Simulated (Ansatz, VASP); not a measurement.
## Two plane-wave programs on NbSb

The input INCAR:

```
SYSTEM = NbSb
ALGO     = Normal         ! electronic algorithm
EDIFF    = 1E-6           ! SCF threshold, eV
ENCUT    = 520            ! plane-wave cutoff, eV
GGA      = PE             ! functional
ISIF     = 2              ! what is computed and relaxed
ISMEAR   = 0              ! smearing method
LASPH    = .TRUE.         ! aspherical terms in the spheres
LCHARG   = .FALSE.        ! write CHGCAR
LREAL    = .FALSE.        ! projectors in reciprocal space
LWAVE    = .FALSE.        ! write WAVECAR
NBANDS   = 26             ! bands
NELM     = 100            ! most SCF steps
PREC     = Accurate       ! precision mode
SIGMA    = 0.1            ! smearing width, eV
```

File KPOINTS:

```
k-points
0
G
  6 6 4
  0 0 0
```

File POSCAR:

```
NbSb
1.0
    3.5910358000      0.0000000000      0.0000000000
    0.0000000000      3.5910358000      0.0000000000
    0.0000000000      0.0000000000      6.5124536000
Nb Sb
2 2
Direct
    0.5000000000      0.0000000000      0.8698770000
    0.0000000000      0.5000000000      0.1301230000
    0.5000000000      0.0000000000      0.3293070000
    0.0000000000      0.5000000000      0.6706930000
```

Input for Ansatz:

```yaml
crystal:
  lattice:
    - [3.5910358, 0.0, 0.0]
    - [0.0, 3.5910358, 0.0]
    - [0.0, 0.0, 6.5124536]
  atoms:
    - { symbol: Nb, position: [0.5, 0.0, 0.869877] }
    - { symbol: Nb, position: [0.0, 0.5, 0.130123] }
    - { symbol: Sb, position: [0.5, 0.0, 0.329307] }
    - { symbol: Sb, position: [0.0, 0.5, 0.670693] }
basis:
  ecutwfc: 420
kpoints:
  mp_grid: { grid: [6, 6, 4] }
hamiltonian:
  xc: pbe
scf:
  occupations: { method: gaussian, width: 0.1 }
  lower_state_search: "off"
output:
  forces: true
  stress: true
  eigenvalues: true
```

Alike in both runs: task single point; functional PBE; k mesh 6 × 6 × 4; occupations gaussian, width 0.1 eV; no spin polarisation.

```csv
,VASP,Ansatz
version,VASP 6.6.1,Ansatz 0.2.0
potentials or method,"VASP PAW PBE potentials, release 64 (Nb_sv, Sb), cutoff 520 eV","scalar-relativistic, plane waves, PAW"
valence electrons in the cell,36,56
```

```csv
,VASP,Ansatz,Ansatz less VASP
gap on the k mesh at the Fermi level (eV),none,none,-
pressure (GPa),-0.2,0.1,+0.22
rms of the force components (eV/Å),0.027,0.028,+0.0009
```

Atom by atom the forces differ by 0.002 eV/Å (rms over components). A gap of «none» marks a metal or a gap that the smearing closes. With one functional, cell and mesh, what is left measures potentials, basis and numerics. VASP's potentials hold 36 valence electrons a cell and Ansatz's 56, so a difference there can come from the potentials and not from the codes.

Neither program's run includes spin-orbit coupling.
